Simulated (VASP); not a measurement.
# Mo (C2/m) in VASP: a series of runs

Mo is run at these levels: PBEsol; tasks: single point.

Program: VASP 6.6.1. These are calculated values, not measurements. Logs are shortened: lines on timing, memory, paths and dates and some standing lists are left out, and cuts for length are marked.

## Step 1: The cell of the first run

The structure is monoclinic, space group C2/m (No. 12). Conventional cell: a = 2.743 Å, b = 4.750 Å, c = 2.493 Å, α = 90.00°, β = 92.29°, γ = 90.00°. Within 3.3 Å of Mo (site symmetry 2/m) lie 8 Mo at 2.49 to 2.74 Å.

## Step 2: Single point, PBEsol (strain -0.0400 x Voigt [0, 0, 0, 0, 1, 0])

File INCAR:

```
SYSTEM = Mo
PREC = Accurate
ENCUT = 520
EDIFF = 1E-7
ISMEAR = 0
SIGMA = 0.15
LREAL = .FALSE.
LASPH = .TRUE.
NELM = 80
ALGO = Fast
ISIF = 2
LWAVE = .FALSE.
LCHARG = .FALSE.
GGA = PS
NBANDS = 13
```

File KPOINTS:

```
regular mesh
0
G
  24 24 24
  0 0 0
```

File POSCAR:

```
Mo
1.0
    2.7423354202      0.0000000000     -0.0548467084
   -1.3711677101      2.3749321396      0.0274233542
   -0.0498414215      0.0000000000      2.4920710759
Mo
1
Direct
    0.0000000000      0.0000000000      0.5000000000
```

Potentials or basis: VASP PAW PBE potentials, release 64 (Mo_sv).

On the command line:

```bash
$ cat potpaw_PBE.64/Mo_sv/POTCAR > POTCAR
$ mpirun -np 1 vasp_std > vasp.out
```

OUTCAR:

```text
SYSTEM = Mo
   PREC = Accurate
   ENCUT = 520
   EDIFF = 1E-7
   ISMEAR = 0
   LREAL = .FALSE.
   LASPH = .TRUE.
   NELM = 80
   ISIF = 2
   GGA = PS

 ion  position               nearest neighbor table
   1  0.000  0.000  0.500-

  LATTYP: Found a base centered monoclinic cell.
 ALAT       =     2.7428838324
 B/A-ratio  =     1.7317045013
 C/A-ratio  =     0.9087404325
 COS(beta)  =    -0.0399840064

  Lattice vectors:

 A1 = (   1.3711677101,  -2.3749321396,  -0.0274233542)
 A2 = (   1.3711677101,   2.3749321396,  -0.0274233542)
 A3 = (  -0.0498414215,   0.0000000000,   2.4920710759)

Analysis of symmetry for initial positions (statically):
=====================================================================
 Subroutine PRICEL returns:
 Original cell was already a primitive cell.

 Routine SETGRP: Setting up the symmetry group for a
 base centered monoclinic supercell.

 Subroutine GETGRP returns: Found  4 space group operations
 (whereof  4 operations were pure point group operations)
 out of a pool of  4 trial point group operations.

The static configuration has the point symmetry C_2h.

Analysis of symmetry for dynamics (positions and initial velocities):
=====================================================================
 Subroutine PRICEL returns:
 Original cell was already a primitive cell.

 Routine SETGRP: Setting up the symmetry group for a
 base centered monoclinic supercell.

 Subroutine GETGRP returns: Found  4 space group operations
 (whereof  4 operations were pure point group operations)
 out of a pool of  4 trial point group operations.

The dynamic configuration has the point symmetry C_2h.

 Subroutine INISYM returns: Found  4 space group operations
 (whereof  4 operations are pure point group operations),
 and found     1 'primitive' translations

----------------------------------------------------------------------------------------

                                     Primitive cell

  volume of cell :      16.2240

  direct lattice vectors                    reciprocal lattice vectors
     2.742335420  0.000000000 -0.054846708     0.364798614  0.210532331  0.007295972
    -1.371167710  2.374932140  0.027423354     0.000000000  0.421064663  0.000000000
    -0.049841421  0.000000000  2.492071076     0.008028665  0.000000000  0.401433237

  length of vectors
     2.742883832  2.742472534  2.492569440     0.421254225  0.421064663  0.401513516

[... 79 lines left out ...]
   LREAL  =      F    real-space projection
   EDIFFG = 0.1E-05   stopping-criterion for IOM
   NSW    =      0    number of steps for IOM
   IBRION =     -1    ionic relax: 0-MD 1-quasi-New 2-CG
   NFREE  =      0    steps in history (QN), initial steepest desc. (CG)
   ISIF   =      2    stress and relaxation
   ISYM   =      2    0-nonsym 1-usesym 2-fastsym
   POTIM  = 0.5000    time-step for ionic-motion
   TEBEG  =    0.0;   TEEND  =   0.0 temperature during run
   PSTRESS=    0.0 pullay stress
   NELECT =      14.0000    total number of electrons
   NUPDOWN=      -1.0000    fix difference up-down
   EMIN   =  10.00;   EMAX   =-10.00  energy-range for DOS
   EFERMI =   0.00;   METHOD = LEGACY
   ISMEAR =     0;   SIGMA  =   0.15  broadening in eV -4-tet -1-fermi 0-gaus
   EFERMI_NEDOS =   21; number of points for ismear=-14 and -15
   IALGO  =     68    algorithm
   IMIX   =      4    mixing-type and parameters
     AMIX     =   0.40;   BMIX     =  1.00
     AMIX_MAG =   1.60;   BMIX_MAG =  1.00
  volume/ion in A,a.u.               =      16.22       109.49
  Fermi-wavevector in a.u.,A,eV,Ry     =   1.558588  2.945304 33.051230  2.429197
  Thomas-Fermi vector in A             =   2.662071
   LORBIT       =      0    0 simple, 1 ext, 2 COOP (PROOUT), +10 PAW based schemes
   GGA     = PS    functional components
   LHFCALC =     F    Hartree Fock is set to
   AEXX    =    0.0000 exact exchange contribution
   IVDW    =     0    specifies the selected vdW correction
   LEPSILON=     F    determine dielectric tensor
   LRPA    =     F    only Hartree local field effects (RPA)
 non-spin polarized calculation
 RMM-DIIS sequential band-by-band and
 Gauss-broadening in eV      SIGMA  =   0.15
  energy-cutoff  :      520.00
  volume of cell :       16.22
 maximum number of plane-waves:       454
   NGX = 11   NGY = 11   NGZ =  9

 number of electron      14.0000004 magnetization

 Free energy of the ion-electron system (eV)
  ---------------------------------------------------
  ext. energy  EPLUGINS =         0.00000000
  ---------------------------------------------------
  free energy    TOTEN  =       -10.88579722 eV

  energy without entropy =      -10.87572177  energy(sigma->0) =      -10.88075949

 E-fermi :  11.7024     XC(G=0): -13.2311

 val. band max:       11.7013813672   @ k =  -0.0417  -0.0000   0.4167
 cond. band min:      11.7026759464   @ k =  -0.3333   0.5000   0.2500
 fundamental gap:      0.0012945792
 Fermi energy:        11.7023544908

 k-point     1 :       0.0000    0.0000    0.0000
  band No.  band energies     occupation
      1     -49.2268      2.00000
      2     -22.5348      2.00000
      3     -22.5284      2.00000
      4     -22.2798      2.00000
      5       4.8520      2.00000
      6       7.2594      2.00000
      7      10.7579      2.00000
      8      10.7621      2.00000
      9      16.0475      0.00000
     10      16.0770      0.00000
     11      24.5518      0.00000
     12      28.3020      0.00000
     13      32.1157      0.00000
[... 354 lines left out ...]
  band No.  band energies     occupation
      1     -49.0128      2.00000
      2     -23.8421      2.00000
      3     -22.8500      2.00000
      4     -22.1419      2.00000
      5       6.8456      2.00000
      6       8.2803      2.00000
      7      12.2168      0.00000
      8      13.2401      0.00000
      9      15.4192      0.00000
     10      15.8855      0.00000
     11      22.1627      0.00000
     12      25.2092      0.00000
     13      29.2231      0.00000

 [... further k-points ...]
[... 5 lines left out ...]
  --------------------------------------------------------------------------------------
  -------------------------------------------------------------------------------------
  Total        0.0790728      0.0731460      0.0423758      0.0000000      0.0000000     -0.3684882
  in kB        7.8087047      7.2234146      4.1847578      0.0000000      0.0000000    -36.3894709
  external PRESSURE =       6.4056257 kB  Pullay stress =       0.0000000 kB

 VOLUME and BASIS-vectors are now :
 -----------------------------------------------------------------------------
  energy-cutoff  :      520.00
  volume of cell :       16.22
      direct lattice vectors                 reciprocal lattice vectors
     2.742335420  0.000000000 -0.054846708     0.364798614  0.210532331  0.007295972
    -1.371167710  2.374932140  0.027423354     0.000000000  0.421064663  0.000000000
    -0.049841421  0.000000000  2.492071076     0.008028665  0.000000000  0.401433237

 POSITION                                       TOTAL-FORCE (eV/Angst)
 -----------------------------------------------------------------------------------
     -0.02492      0.00000      1.24604         0.000000      0.000000     -0.000000
 -----------------------------------------------------------------------------------
    total drift:                               -0.000000      0.000000      0.000000

  FREE ENERGIE OF THE ION-ELECTRON SYSTEM (eV)
  ---------------------------------------------------
  free  energy   TOTEN  =       -10.8857972159 eV

  energy  without entropy=      -10.8757217722  energy(sigma->0) =      -10.88075949
```

OSZICAR:

```text
N       E                     dE             d eps       ncg     rms          rms(c)
DAV:   1     0.110611794594E+03    0.11061E+03   -0.91355E+03 94792   0.112E+03
DAV:   2    -0.100096168104E+02   -0.12062E+03   -0.11670E+03105634   0.331E+02
DAV:   3    -0.114215670282E+02   -0.14120E+01   -0.14078E+01110424   0.366E+01
DAV:   4    -0.114257078509E+02   -0.41408E-02   -0.41407E-02106094   0.223E+00
DAV:   5    -0.114257404301E+02   -0.32579E-04   -0.32580E-04112044   0.168E-01    0.149E+01
RMM:   6    -0.109506019359E+02    0.47514E+00   -0.55852E-01 94000   0.688E+00    0.486E+00
RMM:   7    -0.108891794419E+02    0.61422E-01   -0.15477E-01 96150   0.354E+00    0.729E-01
RMM:   8    -0.108859559518E+02    0.32235E-02   -0.95015E-03104717   0.107E+00    0.165E-01
RMM:   9    -0.108858007102E+02    0.15524E-03   -0.85945E-04108293   0.319E-01    0.315E-02
RMM:  10    -0.108857969640E+02    0.37463E-05   -0.15625E-04109696   0.139E-01    0.202E-02
RMM:  11    -0.108857970720E+02   -0.10804E-06   -0.15527E-05110171   0.449E-02    0.251E-03
RMM:  12    -0.108857971976E+02   -0.12557E-06   -0.45439E-06109684   0.207E-02    0.116E-03
RMM:  13    -0.108857972159E+02   -0.18294E-07   -0.57586E-07 80180   0.776E-03
   1 F= -.10885797E+02 E0= -.10880759E+02  d E =-.100754E-01
```

stdout:

```text
POSCAR found type information on POSCAR Mo
 POSCAR found :  1 types and       1 ions
 scaLAPACK will be used
 -----------------------------------------------------------------------------
|                                                                             |
|                                                                             |
|     You enforced a specific xc type in the INCAR file but a different       |
|     I HOPE YOU KNOW WHAT YOU ARE DOING!                                     |
|                                                                             |
 -----------------------------------------------------------------------------

 LDA part: xc-table for (Slater+PW92), standard interpolation
 POSCAR, INCAR and KPOINTS ok, starting setup
 FFT: planning ... GRIDC
 FFT: planning ... GRID_SOFT
 FFT: planning ... GRID
 WAVECAR not read
 entering main loop
WARNING in EDDRMM: call to ZHEGV failed, returncode =   8  4     12
WARNING in EDDRMM: call to ZHEGV failed, returncode =   6  3     12
WARNING in EDDRMM: call to ZHEGV failed, returncode =   8  4     13
```

Run time: 9.1 min. Hardware: 1 thread of Oxide Virtual Turin-like, shared host; peak memory 0.71 GiB.

What came out:

| Property | Result |
| --- | --- |
| Free energy | -10.8858 eV |
| Pressure | 0.6 GPa |
| Band gap on the k mesh | zero (bands 7 and 8 overlap by 1.93 eV) |

Caveat: the cell differs from its parent crystal (strain -0.0400 x Voigt [0, 0, 0, 0, 1, 0]); the PAW data sets were made with another functional, which shifts forces and pressure a little.

## Step 3: Single point, PBEsol (strain +0.0300 x Voigt [0, 0, 0, 0, 1, 0])

File INCAR:

```
ALGO = Fast ; EDIFF = 1E-6
ENCUT = 520 ; GGA = PS
ISIF = 2 ; ISMEAR = 0
LASPH = True ; LCHARG = True
LELF = True ; LREAL = False
LVHAR = True ; LWAVE = False
NBANDS = 13 ; NELM = 100
PREC = Accurate ; SIGMA = 0.15
```

File KPOINTS:

```
k-points
0
Gamma
  24 24 24
```

File POSCAR:

```
Mo
1.0
    2.7423354202      0.0000000000      0.0411350313
   -1.3711677101      2.3749321396     -0.0205675157
    0.0373810661      0.0000000000      2.4920710759
Mo
1
Direct
    0.0000000000      0.0000000000      0.5000000000
```

Potentials or basis: VASP PAW PBE potentials, release 64 (Mo_sv).

On the command line:

```bash
$ cat potpaw_PBE.64/Mo_sv/POTCAR > POTCAR
$ mpirun -np 1 vasp_std > vasp.out
```

Run time: 7.4 min. Hardware: 1 thread of Oxide Virtual Turin-like, shared host; peak memory 0.71 GiB.

Results (log left out):

```yaml
Free_energy: -10.8826 eV
Pressure: 0.7 GPa
Band_gap_on_the_k_mesh: zero (bands 7 and 8 overlap by 1.94 eV)
```

Stress tensor (GPa, compression positive):
```
0.84 0.00 2.72
0.00 0.81 0.00
2.72 0.00 0.36
```

Levels at points of the mesh, in eV from the Fermi level:
```csv
k point,band 5,band 6,band 7,band 8,band 9,band 10
"(0.00, 0.00, 0.00)",-6.85,-4.45,-0.94,-0.94,4.37,4.38
"(0.50, 0.00, 0.00)",-4.98,-3.35,1.00,1.43,3.74,4.39
"(0.00, 0.50, 0.00)",-4.98,-3.33,0.99,1.41,3.73,4.39
"(0.00, 0.00, 0.50)",-3.56,0.00,0.01,0.29,0.57,0.59
"(0.50, 0.00, 0.50)",-5.51,-3.24,-0.71,4.81,6.42,6.53
"(0.00, 0.50, 0.50)",-5.51,-3.27,-0.68,4.81,6.43,6.62
```

Caveat: the cell differs from its parent crystal (strain +0.0300 x Voigt [0, 0, 0, 0, 1, 0]); the PAW data sets were made with another functional, which shifts forces and pressure a little.
